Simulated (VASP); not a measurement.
# Cl (Cmce) in VASP: a series of runs, part 2 of 2

VASP 6.6.1. Earlier steps stand in the parts before.

### 5 Single point, PBE

This run uses another cell than the first one, of 29.05 Å³/atom.

Contents of INCAR:

```
SYSTEM = Cl
ALGO = Normal
EDIFF = 1E-6
ENCUT = 520
GGA = PE
ISIF = 2
ISMEAR = -1
LASPH = .TRUE.
LCHARG = .FALSE.
LREAL = .FALSE.
LWAVE = .FALSE.
NBANDS = 22
NELM = 80
PREC = Accurate
SIGMA = 0.05
```

Contents of KPOINTS:

```
k-points
0
G
  7 7 4
  0 0 0
```

Contents of POSCAR:

```
Cl
1.0
    3.1450000000     -2.2500000000      0.0000000000
    3.1450000000      2.2500000000      0.0000000000
    0.0000000000      0.0000000000      8.2100000000
Cl
4
Direct
    0.3700000000      0.6300000000      0.4000000000
    0.1300000000      0.8700000000      0.9000000000
    0.6300000000      0.3700000000      0.6000000000
    0.8700000000      0.1300000000      0.1000000000
```

Potentials or basis: VASP PAW PBE potentials, release 64 (Cl).

On the command line:

```bash
$ cat potpaw_PBE.64/Cl/POTCAR > POTCAR
$ mpirun -np 1 vasp_std > vasp.out
```

OUTCAR:

```text
SYSTEM = Cl
   EDIFF = 1E-6
   ENCUT = 520
   GGA = PE
   ISIF = 2
   ISMEAR = -1
   LASPH = .TRUE.
   LREAL = .FALSE.
   NELM = 80
   PREC = Accurate

 ion  position               nearest neighbor table
   1  0.370  0.630  0.400-   3 2.02
   2  0.130  0.870  0.900-   4 2.02
   3  0.630  0.370  0.600-   1 2.02
   4  0.870  0.130  0.100-   2 2.02

  LATTYP: Found a base centered orthorhombic cell.
 ALAT       =     4.5000000000
 B/A-ratio  =     1.3977777778
 C/A-ratio  =     1.8244444444

[... 797 lines left out ...]
  FORCE on cell =-STRESS in cart. coord.  units (eV):
  Direction    XX          YY          ZZ          XY          YZ          ZX
  --------------------------------------------------------------------------------------
  -------------------------------------------------------------------------------------
  Total        0.8682538      0.0544270     -0.3077849      0.0000000      0.0000000      0.0000000
  in kB       11.9723930      0.7504971     -4.2440605      0.0000000      0.0000000      0.0000000
  external PRESSURE =       2.8262765 kB  Pullay stress =       0.0000000 kB

 VOLUME and BASIS-vectors are now :
 -----------------------------------------------------------------------------
  energy-cutoff  :      520.00
  volume of cell :      116.19
      direct lattice vectors                 reciprocal lattice vectors
     3.145000000 -2.250000000  0.000000000     0.158982512 -0.222222222  0.000000000
     3.145000000  2.250000000  0.000000000     0.158982512  0.222222222  0.000000000
     0.000000000  0.000000000  8.210000000     0.000000000  0.000000000  0.121802680

 POSITION                                       TOTAL-FORCE (eV/Angst)
 -----------------------------------------------------------------------------------
      3.14500      0.58500      3.28400         0.000000     -0.159690      0.070444
      3.14500      1.66500      7.38900         0.000000      0.159690      0.070444
      3.14500     -0.58500      4.92600         0.000000      0.159690     -0.070444
      3.14500     -1.66500      0.82100         0.000000     -0.159690     -0.070444
 -----------------------------------------------------------------------------------
    total drift:                                0.000000     -0.000000      0.000000

  FREE ENERGIE OF THE ION-ELECTRON SYSTEM (eV)
  ---------------------------------------------------
  free  energy   TOTEN  =        -7.3131277824 eV

  energy  without entropy=       -7.3131277824  energy(sigma->0) =       -7.31312778
```

OSZICAR:

```text
N       E                     dE             d eps       ncg     rms          rms(c)
DAV:   1     0.181107105704E+03    0.18111E+03   -0.12082E+04  2112   0.108E+03
DAV:   2     0.539630785131E+01   -0.17571E+03   -0.16984E+03  3034   0.200E+02
DAV:   3    -0.762668302052E+01   -0.13023E+02   -0.12968E+02  2722   0.622E+01
DAV:   4    -0.779281879455E+01   -0.16614E+00   -0.16607E+00  2836   0.844E+00
DAV:   5    -0.779550362205E+01   -0.26848E-02   -0.26847E-02  2754   0.105E+00    0.155E+01
DAV:   6    -0.743723550552E+01    0.35827E+00   -0.23862E-01  2634   0.277E+00    0.101E+01
DAV:   7    -0.732481149058E+01    0.11242E+00   -0.53558E-01  2610   0.402E+00    0.829E-01
DAV:   8    -0.731283555359E+01    0.11976E-01   -0.66109E-02  2454   0.154E+00    0.393E-01
DAV:   9    -0.731299194157E+01   -0.15639E-03   -0.16915E-03  2616   0.252E-01    0.786E-02
DAV:  10    -0.731312252593E+01   -0.13058E-03   -0.16107E-04  2870   0.810E-02    0.553E-02
DAV:  11    -0.731312730427E+01   -0.47783E-05   -0.43714E-05  2634   0.381E-02    0.148E-02
DAV:  12    -0.731312778239E+01   -0.47813E-06   -0.43042E-06  2592   0.135E-02
   1 F= -.73131278E+01 E0= -.73131278E+01  d E =-.242417E-10
```

It took 2 min on 1 thread of Intel Xeon 8259CL, shared host; peak memory 0.26 GiB.

What came out:

| Quantity | Value |
| --- | --- |
| Free energy | -7.3131 eV |
| Pressure | 0.3 GPa |
| Largest force | 0.175 eV/Å |
| Band gap on the k mesh | 2.54 eV (least direct gap 2.59 eV) |

Forces in eV/Å, atoms in the order of the input:
```
Cl   0.000 -0.160  0.070
Cl   0.000  0.160  0.070
Cl   0.000  0.160 -0.070
Cl   0.000 -0.160 -0.070
```

Stress tensor (GPa, compression positive):
```
 1.20  0.00  0.00
 0.00  0.08  0.00
 0.00  0.00 -0.42
```

Levels at points of the mesh, in eV from the valence-band top:
| k point | band 11 | band 12 | band 13 | band 14 | band 15 | band 16 | band 17 | band 18 |
| --- | --- | --- | --- | --- | --- | --- | --- | --- |
| (0.00, 0.00, 0.00) | -0.69 | -0.40 | -0.14 | -0.05 | 2.54 | 3.11 | 6.94 | 7.61 |
| (0.00, 0.00, 0.50) | -0.64 | -0.64 | -0.10 | -0.10 | 2.74 | 2.74 | 7.51 | 7.51 |

Caveat: this functional lacks dispersion, which holds the molecules together, so the pressure and a relaxed volume are unreliable; an odd mesh through Γ misses points on the zone boundary, where band edges can lie.

### 6 Summary

```csv
task,level,potentials or basis,cell,cutoff (eV),gap on the mesh (eV),pressure (GPa),largest force (eV/Å)
single point,PBEsol,"VASP PAW PBE potentials, release 64 (Cl)","a = 3.962, b = 3.962, c = 8.005 Å, angles 90.0, 90.0, 58.7°, 4 atoms, atomic positions A",520,2.07,-0.3,0.14
single point,PBEsol+D3(BJ),"VASP PAW PBE potentials, release 64 (Cl)","a = 3.867, b = 3.867, c = 8.210 Å, angles 90.0, 90.0, 71.2°, 4 atoms, atomic positions B",520,2.48,-1.8,0.31
relaxation of cell and atoms,LDA,"VASP PAW LDA potentials, release 64 (Cl)","relaxed from a = 3.867, b = 3.867, c = 8.210 Å, angles 90.0, 90.0, 71.2°, 4 atoms, atomic positions B",600,1.97,0.0,0.01
single point,PBE,"VASP PAW PBE potentials, release 64 (Cl)","a = 3.867, b = 3.867, c = 8.210 Å, angles 90.0, 90.0, 71.2°, 4 atoms, atomic positions B",520,2.54,0.3,0.17
```

Alike in all rows: no spin polarisation; k mesh 7 × 7 × 4; smearing fermi-dirac 0.05 eV.

Caveats: an odd mesh through Γ misses points on the zone boundary, where band edges can lie; this functional lacks dispersion, which holds the molecules together, so the pressure and a relaxed volume are unreliable (at least some runs); the PAW data sets were made with another functional, which shifts forces and pressure a little (at least some runs); three body term missing (at least some runs); the volume moved by over 15 % at a fixed basis, so the end points are rough (at least some runs).

Absolute energies hang on the potentials; compare differences alone.
